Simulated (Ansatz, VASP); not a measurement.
**Pd: VASP beside Ansatz**

The input INCAR:

```
ALGO     = Normal         # electronic algorithm
EDIFF    = 1E-6           # SCF threshold, eV
ENCUT    = 520            # plane-wave cutoff, eV
GGA      = PS             # functional
ISIF     = 2              # what is computed and relaxed
ISMEAR   = -1             # smearing method
LASPH    = T              # aspherical terms in the spheres
LCHARG   = F              # write CHGCAR
LREAL    = F              # projectors in reciprocal space
LWAVE    = F              # write WAVECAR
NBANDS   = 17             # bands
NELM     = 80             # most SCF steps
PREC     = Accurate       # precision mode
SIGMA    = 0.05           # smearing width, eV
```

KPOINTS

```
k-points
0
Gamma
  12 12 7
```

Contents of POSCAR:

```
Pd
1.0
    2.7983685316      0.0000000000      0.0000000000
   -1.3991842658      2.4234582375      0.0000000000
    0.0000000000      0.0000000000      4.5333570212
Pd
2
Direct
    0.2533333333      0.6266666667      0.1900000000
    0.7466666667      0.3733333333      0.8100000000
```

Input for Ansatz:

```yaml
crystal:
  lattice:
    - [2.7983685316, 0.0, 0.0]
    - [-1.3991842658, 2.4234582375, 0.0]
    - [0.0, 0.0, 4.5333570212]
  atoms:
    - { symbol: Pd, position: [0.2533333333, 0.6266666667, 0.19] }
    - { symbol: Pd, position: [0.7466666667, 0.3733333333, 0.81] }
kpoints:
  mp_grid: { grid: [12, 12, 7] }
scf:
  occupations: { method: fermi_dirac, width: 0.05 }
hamiltonian:
  xc: pbesol
  pseudopotentials: { kind: all_electron, lapw: { basis_error: 0.001 } }
output:
  forces: true
  stress: true
  eigenvalues: true
  populations: true
```

Change from the starting cell: shortest bond scaled by 0.76, LAPW.

Alike in both runs: task single point; functional PBEsol; k mesh 12 × 12 × 7; occupations fermi-dirac, width 0.05 eV; no spin polarisation.

|  | VASP | Ansatz |
| --- | --- | --- |
| version | VASP 6.6.1 | Ansatz 0.2.0 |
| potentials or method | VASP PAW PBE potentials, release 64 (Pd), cutoff 520 eV | all-electron LAPW, scalar-relativistic |

```csv
,VASP,Ansatz,Ansatz less VASP
pressure (GPa),30.7,32.8,+2.11
"traceless stress, the component that is largest in VASP (GPa)",25.53,27.68,+2.149
rms of the force components (eV/Å),5.122,5.414,+0.2926
```

VASP's potentials were made for PBE, not for PBEsol. Atom by atom the forces differ by 0.297 eV/Å (rms over components). Both programs put the cell under a high pressure, so it lies far from rest at this level. Ansatz ran all-electron here, and VASP with PAW potentials.
